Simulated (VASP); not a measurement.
Wanted: the native input for a VASP 6.6.1 run.

```
Task                   : single point
Functional             : PBE
Potentials or basis    : VASP PAW PBE potentials, release 64 (Cu, H)
Cutoff                 : 520 eV
k mesh                 : 6 × 6 × 1
Occupations            : gaussian, width 0.1 eV
Spin                   : no spin polarisation
Dipole correction      : yes
Further INCAR settings : ALGO = Normal; EDIFF = 1e-06; NBANDS = 14
```

The structure of CuH2 lies in POSCAR:

```
CuH2
1.0
    3.0991282748      0.0000000000      0.0000000000
   -1.5495641374      2.6839238156      0.0000000000
    0.0000000000      0.0000000000     24.2620012000
Cu H
1 2
Direct
    0.0000000000      0.0000000000      0.3091253660
    0.3333333333      0.6666666667      0.3086935109
    0.6666666667      0.3333333333      0.3095572211
```

One way to write it, as run:

INCAR

```
SYSTEM = CuH2
  PREC = Accurate
  ENCUT = 520
  EDIFF = 1E-6
  ISMEAR = 0
  SIGMA = 0.1
  LREAL = .False.
  LASPH = .True.
  NELM = 80
  ALGO = Normal
  ISIF = 2
  LWAVE = .False.
  LCHARG = .False.
  LDIPOL = .True.
  IDIPOL = 3
  DIPOL = 0.5 0.5 0.309
  GGA = PE
  NBANDS = 14
```

KPOINTS

```
regular mesh
0
Gamma
  6 6 1
  0 0 0
```

Potentials or basis: VASP PAW PBE potentials, release 64 (Cu, H).

Launch:

```console
$ cat potpaw_PBE.64/Cu/POTCAR potpaw_PBE.64/H/POTCAR > POTCAR
$ mpirun -np 1 vasp_std > vasp.out
```

Results of the run:

* Largest force: 0.006 eV/Å

Caveat: the k points lie up to 0.39 Å⁻¹ apart.

Wall time 15 s on 1 thread of Intel(R) Xeon(R) 6975P-C (Granite Rapids) (shared host), peak memory 0.29 GiB.
